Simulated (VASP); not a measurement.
A run of VASP 6.6.1 is set up as follows.

Contents of INCAR:

```
SYSTEM = CdS
PREC = Accurate
ENCUT = 520
EDIFF = 1E-8
ISMEAR = -1
SIGMA = 0.02
LREAL = .FALSE.
LASPH = .TRUE.
NELM = 80
ALGO = Normal
ISIF = 2
LWAVE = .FALSE.
LCHARG = .FALSE.
GGA = PS
LEFG = .TRUE.
NBANDS = 16
```

File KPOINTS:

```
regular mesh
0
G
  7 7 7
  0 0 0
```

File POSCAR:

```
CdS
1.0
    0.0000000000      3.0018125342      2.9429534649
    3.0018125342      0.0000000000      2.9429534649
    3.0018125342      3.0018125342      0.0000000000
Cd S
1 1
Direct
    0.0000000000      0.0000000000      0.0000000000
    0.7500000000      0.7500000000      0.7500000000
```

Potentials or basis: VASP PAW PBE potentials, release 64 (Cd, S).

Launch:

```console
$ cat potpaw_PBE.64/Cd/POTCAR potpaw_PBE.64/S/POTCAR > POTCAR
$ mpirun -np 1 vasp_std > vasp.out
```

Q: Predict the band gap on the k mesh.

A: 0.83 eV, direct.

Q: Estimate the pressure.

A: -3.4 GPa.

Electric field gradients, principal values (V/Å²):
| atom | least | middle | greatest (by size) |
| --- | --- | --- | --- |
| 1 Cd | -2.883 | -2.883 | 5.766 |
| 2 S | 1.831 | 1.832 | -3.663 |

Caveat: the cell differs from its parent crystal (equal xx and yy strain of +2 %); without QUAD_EFG the Cq values of the log hold for a quadrupole moment of 1 mb, not for the nuclei; the PAW data sets were made with another functional, which shifts forces and pressure a little.
